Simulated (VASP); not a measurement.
Tl, 2 atoms in the cell. The structure is hexagonal, space group P6_3/mmc (No. 194). Conventional cell: a = 3.366 Å, b = 3.366 Å, c = 5.554 Å, α = 90.00°, β = 90.00°, γ = 120.00°. Within 4.4 Å of Tl (site symmetry -6m2) lie 12 Tl at 3.37 to 3.39 Å. 

* Program: VASP 6.6.1
* Task: single point
* Functional: LDA
* Potentials or basis: VASP PAW LDA potentials, release 64 (Tl_d)
* Cutoff: 520 eV
* k mesh: 7 × 7 × 4
* Occupations: fermi-dirac, width 0.05 eV
* Spin: no spin polarisation
* Dipole correction: no
* Further INCAR settings: ALGO = Normal; EDIFF = 1e-06; NBANDS = 20

Potentials or basis: VASP PAW LDA potentials, release 64 (Tl_d).

Command:

```sh
$ cat potpaw_LDA.64/Tl_d/POTCAR > POTCAR
$ mpirun -np 1 vasp_std > vasp.out
```

Hardware: 1 thread of Intel(R) Xeon(R) Platinum 8559C (Emerald Rapids) (shared host).

Question: Estimate the wall time of this run.

Answer: It took 13 s on 1 thread of Intel(R) Xeon(R) Platinum 8559C (Emerald Rapids), with other jobs on the host, peak memory 0.15 GiB. Counts: scf iterations 10, k points 24.
